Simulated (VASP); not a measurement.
# TaN (P-6m2) in VASP: settings compared

Aim: see how the results for TaN move with the level of theory and the settings. Levels: PBE+D3(BJ), revPBE+D3(BJ), PBEsol, PBEsol+D3(BJ). Tasks: single point.

Program: VASP 6.6.1. These are calculated values, not measurements. Logs are shortened: lines on timing, memory, paths and dates and some standing lists are left out, and cuts for length are marked.

## 1. The cell of the first run

It takes space group P-6m2 (No. 187, hexagonal). The conventional cell has a = 2.908 Å, b = 2.908 Å, c = 2.864 Å, α = 90.00°, β = 90.00°, γ = 120.00°. Ta (site symmetry -6m2) has 6 N at 2.21 Å and 2 Ta at 2.86 Å within 2.9 Å. Within 2.9 Å of N (site symmetry -6m2) lie 6 Ta at 2.21 Å and 2 N at 2.86 Å.

## 2. Single point, PBE+D3(BJ), collinear spin, ferromagnetic start (volume scaled by 0.98)

The input, INCAR:

```
PREC = Accurate
ENCUT = 600
EDIFF = 1E-6
ISMEAR = 0
SIGMA = 0.05
LREAL = False
LASPH = True
NELM = 200
ALGO = Normal
ISIF = 2
LWAVE = False
LCHARG = True
ISPIN = 2
MAGMOM = 0.05 0
LORBIT = 11
LMAXMIX = 4
GGA = PE
IVDW = 12
LELF = True
LVHAR = True
NBANDS = 19
GGA_COMPAT = False
```

The input, KPOINTS:

```
Automatic mesh
0
Gamma
  10 10 8
```

The input, POSCAR:

```
TaN
1.0
    2.9075807063      0.0000000000      0.0000000000
   -1.4537903531      2.5180387552      0.0000000000
    0.0000000000      0.0000000000      2.8640133888
Ta N
1 1
Direct
    0.3333333333      0.6666666667      0.5000000000
    0.0000000000      0.0000000000      0.0000000000
```

Potentials or basis: VASP PAW PBE potentials, release 64 (Ta_pv, N).

On the command line:

```console
> cat potpaw_PBE.64/Ta_pv/POTCAR potpaw_PBE.64/N/POTCAR > POTCAR
> mpirun -np 1 vasp_std > vasp.out
```

OUTCAR:

```text
PREC = Accurate
   ENCUT = 600
   EDIFF = 1E-6
   ISMEAR = 0
   LREAL = False
   LASPH = True
   NELM = 200
   ISIF = 2
   ISPIN = 2
   LORBIT = 11
   GGA = PE
   IVDW = 12
 IVDW          = 12

 ion  position               nearest neighbor table
   1  0.333  0.667  0.500-   2 2.21   2 2.21   2 2.21   2 2.21   2 2.21   2 2.21
   2  0.000  0.000  0.000-   1 2.21   1 2.21   1 2.21   1 2.21   1 2.21   1 2.21

  LATTYP: Found a hexagonal cell.
 ALAT       =     2.9075807063
 C/A-ratio  =     0.9850159559

  Lattice vectors:

 A1 = (   2.9075807063,   0.0000000000,   0.0000000000)
 A2 = (  -1.4537903531,   2.5180387552,   0.0000000000)
 A3 = (   0.0000000000,   0.0000000000,   2.8640133888)

Analysis of symmetry for initial positions (statically):
=====================================================================
 Subroutine PRICEL returns:
 Original cell was already a primitive cell.

 Routine SETGRP: Setting up the symmetry group for a
 hexagonal supercell.

 Subroutine GETGRP returns: Found 12 space group operations
 (whereof 12 operations were pure point group operations)
 out of a pool of 24 trial point group operations.

The static configuration has the point symmetry D_3h.

Analysis of symmetry for dynamics (positions and initial velocities):
=====================================================================
 Subroutine PRICEL returns:
 Original cell was already a primitive cell.

 Routine SETGRP: Setting up the symmetry group for a
 hexagonal supercell.

 Subroutine GETGRP returns: Found 12 space group operations
 (whereof 12 operations were pure point group operations)
 out of a pool of 24 trial point group operations.

The dynamic configuration has the point symmetry D_3h.

Analysis of structural, dynamic, and magnetic symmetry:
=====================================================================
 Subroutine PRICEL returns:
 Original cell was already a primitive cell.

 Routine SETGRP: Setting up the symmetry group for a
 hexagonal supercell.

 Subroutine GETGRP returns: Found 12 space group operations
 (whereof 12 operations were pure point group operations)
 out of a pool of 24 trial point group operations.

The overall configuration has the point symmetry D_3h.

 Subroutine INISYM returns: Found 12 space group operations
 (whereof 12 operations are pure point group operations),
 and found     1 'primitive' translations

----------------------------------------------------------------------------------------

                                     Primitive cell

  volume of cell :      20.9686

  direct lattice vectors                    reciprocal lattice vectors
     2.907580706  0.000000000  0.000000000     0.343928544  0.198567238  0.000000000
    -1.453790353  2.518038755  0.000000000     0.000000000  0.397134475  0.000000000
     0.000000000  0.000000000  2.864013389     0.000000000  0.000000000  0.349160379

  length of vectors
     2.907580706  2.907580706  2.864013389     0.397134475  0.397134475  0.349160379

  position of ions in fractional coordinates (direct lattice)
     0.333333333  0.666666667  0.500000000
     0.000000000  0.000000000  0.000000000

  ion indices of the primitive-cell ions
   primitive index   ion index
                 1           1
                 2           2

----------------------------------------------------------------------------------------

 KPOINTS: Automatic mesh

Automatic generation of k-mesh.
 Grid dimensions read from file:
 generate k-points for:   10   10    8

 Generating k-lattice:

  Cartesian coordinates                     Fractional coordinates (reciprocal lattice)
     0.034392854  0.019856724  0.000000000     0.100000000 -0.000000000  0.000000000
     0.000000000  0.039713448  0.000000000     0.000000000  0.100000000  0.000000000
     0.000000000  0.000000000  0.043645047     0.000000000  0.000000000  0.125000000

  Length of vectors
     0.039713448  0.039713448  0.043645047

  Shift w.r.t. Gamma in fractional coordinates (k-lattice)
     0.000000000  0.000000000  0.000000000

 Subroutine IBZKPT returns following result:
 ===========================================

 Found     70 irreducible k-points:

 Following reciprocal coordinates:
            Coordinates               Weight
  0.000000  0.000000  0.000000      1.000000
  0.100000  0.000000  0.000000      6.000000
  0.200000  0.000000  0.000000      6.000000
  0.300000  0.000000  0.000000      6.000000
  0.400000  0.000000  0.000000      6.000000
  0.500000  0.000000  0.000000      3.000000
[... 16 lines left out ...]
  0.300000  0.100000  0.125000     24.000000
  0.400000  0.100000  0.125000     24.000000
 [... further k-points ...]
   k-points           NKPTS =     70   k-points in BZ     NKDIM =     70   number of bands    NBANDS=     19
   number of dos      NEDOS =    301   number of ions     NIONS =      2
   total plane-waves  NPLWV =  13824
   dimension x,y,z NGX =    24 NGY =   24 NGZ =   24
   dimension x,y,z NGXF=    48 NGYF=   48 NGZF=   48
   ions per type =               1   1
   NGX,Y,Z   is equivalent  to a cutoff of  13.72, 13.72, 13.93 a.u.
   NGXF,Y,Z  is equivalent  to a cutoff of  27.44, 27.44, 27.86 a.u.
 SYSTEM =  unknown system
   PREC   = accura    normal or accurate (medium, high low for compatibility)
   ISTART =      0    job   : 0-new  1-cont  2-samecut
   ICHARG =      2    charge: 1-file 2-atom 10-const
   ISPIN  =      2    spin polarized calculation?
   LNONCOLLINEAR =      F non collinear calculations
   LSORBIT =      F    spin-orbit coupling
   LASPH  =      T    aspherical Exc in radial PAW
   ENCUT  =  600.0 eV  44.10 Ry    6.64 a.u.   5.81  5.81  5.72*2*pi/ulx,y,z
   NELM   =    200;   NELMIN=  2; NELMDL= -5     # of ELM steps
   EDIFF  = 0.1E-05   stopping-criterion for ELM
   LREAL  =      F    real-space projection
   EDIFFG = 0.1E-04   stopping-criterion for IOM
   NSW    =      0    number of steps for IOM
   IBRION =     -1    ionic relax: 0-MD 1-quasi-New 2-CG
   NFREE  =      0    steps in history (QN), initial steepest desc. (CG)
   ISIF   =      2    stress and relaxation
   ISYM   =      2    0-nonsym 1-usesym 2-fastsym
   POTIM  = 0.5000    time-step for ionic-motion
   TEBEG  =    0.0;   TEEND  =   0.0 temperature during run
   PSTRESS=    0.0 pullay stress
   NELECT =      16.0000    total number of electrons
   NUPDOWN=      -1.0000    fix difference up-down
   EMIN   =  10.00;   EMAX   =-10.00  energy-range for DOS
   EFERMI =   0.00;   METHOD = LEGACY
   ISMEAR =     0;   SIGMA  =   0.05  broadening in eV -4-tet -1-fermi 0-gaus
   EFERMI_NEDOS =   21; number of points for ismear=-14 and -15
   IALGO  =     38    algorithm
   IMIX   =      4    mixing-type and parameters
     AMIX     =   0.40;   BMIX     =  1.00
     AMIX_MAG =   1.60;   BMIX_MAG =  1.00
  volume/ion in A,a.u.               =      10.48        70.75
  Fermi-wavevector in a.u.,A,eV,Ry     =   1.495978  2.826988 30.449143  2.237949
  Thomas-Fermi vector in A             =   2.608053
   LORBIT       =     11    0 simple, 1 ext, 2 COOP (PROOUT), +10 PAW based schemes
   GGA     = PE    functional components
   LHFCALC =     F    Hartree Fock is set to
   AEXX    =    0.0000 exact exchange contribution
   IVDW    =    12    specifies the selected vdW correction
   LEPSILON=     F    determine dielectric tensor
   LRPA    =     F    only Hartree local field effects (RPA)
 spin polarized calculation
 Gauss-broadening in eV      SIGMA  =   0.05
  energy-cutoff  :      600.00
  volume of cell :       20.97
 maximum number of plane-waves:       716
 NGX is ok and might be reduce to    24
   NGX = 11   NGY = 11   NGZ = 11

 number of electron      15.9999999 magnetization       0.0000456

 number of electron      15.9999999 magnetization      -0.0001450

 Free energy of the ion-electron system (eV)
  ---------------------------------------------------
  ext. energy  EPLUGINS =         0.00000000
  ---------------------------------------------------
  free energy    TOTEN  =       -22.40362119 eV

  energy without entropy =      -22.40350880  energy(sigma->0) =      -22.40356499

 E-fermi :   8.5845     XC(G=0): -13.4979

 val. band max:        8.4455859906   @ k =   0.0000   0.0000   0.5000
 cond. band min:       8.6082193065   @ k =   0.0000   0.0000   0.3750
 fundamental gap:      0.1626333159
 Fermi energy:         8.5845273767

 spin component 1

 k-point     1 :       0.0000    0.0000    0.0000
  band No.  band energies     occupation
      1     -26.2339      1.00000
      2     -25.9424      1.00000
      3     -25.9424      1.00000
      4      -9.4436      1.00000
      5       3.8872      1.00000
      6       3.8872      1.00000
[... 11 lines left out ...]
     18      27.5122      0.00000
     19      32.3033      0.00000
[... 485 lines left out ...]
 k-point    24 :       0.4000    0.1000    0.1250
  band No.  band energies     occupation
      1     -27.0042      1.00000
      2     -26.2497      1.00000
      3     -26.2054      1.00000
      4      -7.0482      1.00000
      5       0.3559      1.00000
      6       2.9814      1.00000
[... 11 lines left out ...]
     18      28.5096      0.00000
     19      32.2867      0.00000

 [... further k-points ...]

 spin component 2

 k-point     1 :       0.0000    0.0000    0.0000
  band No.  band energies     occupation
      1     -26.2349      1.00000
      2     -25.9433      1.00000
      3     -25.9433      1.00000
      4      -9.4438      1.00000
      5       3.8870      1.00000
      6       3.8870      1.00000
[... 11 lines left out ...]
     18      27.5121      0.00000
     19      32.3032      0.00000
[... 485 lines left out ...]
 k-point    24 :       0.4000    0.1000    0.1250
  band No.  band energies     occupation
      1     -27.0050      1.00000
      2     -26.2506      1.00000
      3     -26.2063      1.00000
      4      -7.0484      1.00000
      5       0.3557      1.00000
      6       2.9812      1.00000
[... 11 lines left out ...]
     18      28.5094      0.00000
     19      32.2866      0.00000

 [... further k-points ...]

------------------------ aborting loop because EDIFF is reached ----------------------------------------

 Edisp (eV)   -0.95732

 E8    (eV) :    -0.4424

  FORCE on cell =-STRESS in cart. coord.  units (eV):
  Direction    XX          YY          ZZ          XY          YZ          ZX
  --------------------------------------------------------------------------------------
  -------------------------------------------------------------------------------------
  Total       1.06090     1.06090     1.08743     0.00000     0.00000     0.00000
  in kB      81.06134    81.06134    83.08887     0.00000     0.00000     0.00000
  external pressure =       81.74 kB  Pullay stress =        0.00 kB

 VOLUME and BASIS-vectors are now :
 -----------------------------------------------------------------------------
  energy-cutoff  :      600.00
  volume of cell :       20.97
      direct lattice vectors                 reciprocal lattice vectors
     2.907580706  0.000000000  0.000000000     0.343928544  0.198567238  0.000000000
    -1.453790353  2.518038755  0.000000000     0.000000000  0.397134475  0.000000000
     0.000000000  0.000000000  2.864013389     0.000000000  0.000000000  0.349160379

 POSITION                                       TOTAL-FORCE (eV/Angst)
 -----------------------------------------------------------------------------------
     -0.00000      1.67869      1.43201         0.000000      0.000000      0.000000
      0.00000      0.00000      0.00000        -0.000000      0.000000      0.000000
 -----------------------------------------------------------------------------------
    total drift:                                0.000000     -0.000000     -0.000000

  FREE ENERGIE OF THE ION-ELECTRON SYSTEM (eV)
  ---------------------------------------------------
  free  energy   TOTEN  =       -23.3609411697 eV

  energy  without entropy=      -23.3608287840  energy(sigma->0) =      -23.36088498

 total charge

# of ion       s       p       d       tot
------------------------------------------
    1        0.313   6.282   2.471   9.066
    2        1.228   2.520   0.000   3.748
--------------------------------------------------
tot          1.541   8.802   2.471  12.814

 magnetization (x)

# of ion       s       p       d       tot
------------------------------------------
    1       -0.000  -0.000  -0.000  -0.000
    2        0.000   0.000   0.000   0.000
--------------------------------------------------
tot          0.000   0.000  -0.000  -0.000
```

Run time: 60 s. Hardware: 1 thread of Intel Xeon 8259CL, shared host; peak memory 0.2 GiB.

Results:

| Item | Value |
| --- | --- |
| Free energy | -23.3609 eV |
| Pressure | 8.2 GPa |
| Band gap on the k mesh | zero (filled and empty bands overlap) |
| Net moment | 0.00 μB per cell |
| Valence electrons inside the program's atomic spheres | Ta 9.07; N 3.75 |
| Dispersion energy per atom | -0.479 eV |

Levels at points of the mesh, in eV from the Fermi level:
Spin up:
| k point | band 5 | band 6 | band 7 | band 8 | band 9 | band 10 | band 11 | band 12 |
| --- | --- | --- | --- | --- | --- | --- | --- | --- |
| (0.00, 0.00, 0.00) | -4.70 | -4.70 | -4.39 | -3.02 | 2.41 | 3.65 | 3.65 | 4.12 |
| (0.50, 0.00, 0.00) | -8.47 | -5.40 | -3.64 | -3.26 | 3.07 | 4.18 | 5.32 | 5.49 |
| (0.00, 0.00, 0.50) | -9.57 | -3.86 | -3.86 | -0.14 | -0.14 | 2.39 | 3.40 | 3.40 |
| (0.50, 0.00, 0.50) | -7.52 | -6.34 | -5.86 | -0.36 | 4.32 | 5.55 | 6.22 | 7.31 |
Spin down:
```tsv
k point	band 6	band 7	band 8	band 9	band 10	band 11
(0.00, 0.00, 0.00)	-4.70	-4.39	-3.02	2.41	3.65	3.65
(0.50, 0.00, 0.00)	-5.40	-3.64	-3.26	3.07	4.18	5.32
(0.00, 0.00, 0.50)	-3.86	-3.86	-0.14	-0.14	2.39	3.40
(0.50, 0.00, 0.50)	-6.34	-5.86	-0.36	4.32	5.55	6.22
```

Caveat: spin-orbit coupling is left out, which moves the levels of the heavy elements; pairwise dispersion overbinds metals, which lowers pressure and volume.

[end of part 1 of 2]
